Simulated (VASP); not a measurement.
Write the native input for VASP 6.6.1 that does the following.

| Property | Result |
| --- | --- |
| Task | relaxation of cell and atoms |
| Functional | r2SCAN |
| Potentials or basis | VASP PAW PBE potentials, release 64 (Al, N) |
| Cutoff | 600 eV |
| k mesh | 10 × 10 × 6 |
| Occupations | fermi-dirac, width 0.05 eV |
| Spin | no spin polarisation |
| Dipole correction | no |
| Further INCAR settings | ALGO = Normal; EDIFF = 1e-07; IBRION = 2; EDIFFG = -0.01; NSW = 60; ISIF = 3 |

The system is AlN.

```xyz
4
Lattice="3.1130 0.0000 0.0000 -1.5565 2.6959 0.0000 0.0000 0.0000 4.9810" Properties=species:S:1:pos:R:3 pbc="T T T"
Al    1.5565    0.8986    2.4905
Al    0.0000    1.7973    0.0000
N     1.5565    0.8986    4.3833
N     0.0000    1.7973    1.8928
```

The input as run:

POSCAR

```
AlN
1.0
    3.1130000000      0.0000000000      0.0000000000
   -1.5565000000      2.6959370820      0.0000000000
    0.0000000000      0.0000000000      4.9810000000
Al N
2 2
Direct
    0.6666666667      0.3333333333      0.5000000000
    0.3333333333      0.6666666667      0.0000000000
    0.6666666667      0.3333333333      0.8800000000
    0.3333333333      0.6666666667      0.3800000000
```

INCAR.step1

```
ALGO     = Normal         # electronic algorithm
EDIFF    = 1E-4           # SCF threshold, eV
ENCUT    = 600            # plane-wave cutoff, eV
GGA      = PE             # functional
ISMEAR   = -1             # smearing method
LASPH    = T              # aspherical terms in the spheres
LCHARG   = F              # write CHGCAR
LREAL    = F              # projectors in reciprocal space
LWAVE    = T              # write WAVECAR
NELM     = 60             # most SCF steps
PREC     = Accurate       # precision mode
SIGMA    = 0.05           # smearing width, eV
```

INCAR.step2

```
ALGO     = Normal         # electronic algorithm
EDIFF    = 1E-7           # SCF threshold, eV
EDIFFG   = -0.01          # ionic threshold
ENCUT    = 600            # plane-wave cutoff, eV
IBRION   = 2              # ionic algorithm
ISIF     = 3              # what is computed and relaxed
ISMEAR   = -1             # smearing method
ISTART   = 1            
LASPH    = T              # aspherical terms in the spheres
LCHARG   = F              # write CHGCAR
LMIXTAU  = T            
LREAL    = F              # projectors in reciprocal space
LWAVE    = F              # write WAVECAR
METAGGA  = R2SCAN         # meta-GGA
NELM     = 60             # most SCF steps
NSW      = 60             # ionic steps
PREC     = Accurate       # precision mode
SIGMA    = 0.05           # smearing width, eV
```

KPOINTS

```
k-points
0
Gamma
  10 10 6
```

Potentials or basis: VASP PAW PBE potentials, release 64 (Al, N).

Run with:

```sh
$ cat potpaw_PBE.64/Al/POTCAR potpaw_PBE.64/N/POTCAR > POTCAR
$ cp INCAR.step1 INCAR
$ mpirun -np 1 vasp_std > vasp.out
$ cp INCAR.step2 INCAR
$ mpirun -np 1 vasp_std > vasp.out
```

It gave:

```
Relaxed volume                        : 10.39 Å³/atom
Relaxed cell                          : a = 3.105 Å, b = 3.105 Å, c = 4.978 Å, α = 90.00°, β = 90.00°, γ = 120.00°
Space group after relaxing (to 0.1 Å) : P6_3mc (No. 186)
Energy gained by relaxing             : 0.5 meV/atom
Ionic steps                           : 5
Pressure after relaxing               : 0.0 GPa
Largest force after relaxing          : 0.007 eV/Å
Band gap on the k mesh                : 4.94 eV
```

Caveat: the PAW data sets were made with another functional, which shifts forces and pressure a little.

Run time: 4.8 min on 1 thread of Intel(R) Xeon(R) 6975P-C (Granite Rapids) (shared host), peak memory 0.2 GiB.
